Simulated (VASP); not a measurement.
Crystal: Nb.

```xyz
1
Lattice="-1.6858 1.6858 1.6858 1.6858 -1.6858 1.6858 1.6858 1.6858 -1.6858" Properties=species:S:1:pos:R:3 pbc="T T T"
Nb    0.0000    0.0000    0.0000
```

Base run:

- Program: VASP 6.6.1
- Functional: LDA
- Potentials or basis: VASP PAW LDA potentials, release 64 (Nb_sv)
- Cutoff: 500 eV
- k mesh: 11 × 11 × 11
- Occupations: fermi-dirac, width 0.05 eV
- Spin: no spin polarisation

Its results: pressure -17.1 GPa.

Question: The run is repeated on the same cell with these changes: occupations from fermi-dirac, width 0.05 eV to methfessel-paxton, width 0.01 eV; hubbard terms from none to Nb d U = 4.0 eV. What comes out?

Answer: Pressure -7.8 GPa.

Caveats: U without spin polarisation on a metal has little footing (some runs); the U is typed as a test and isn't derived for this compound (some runs).
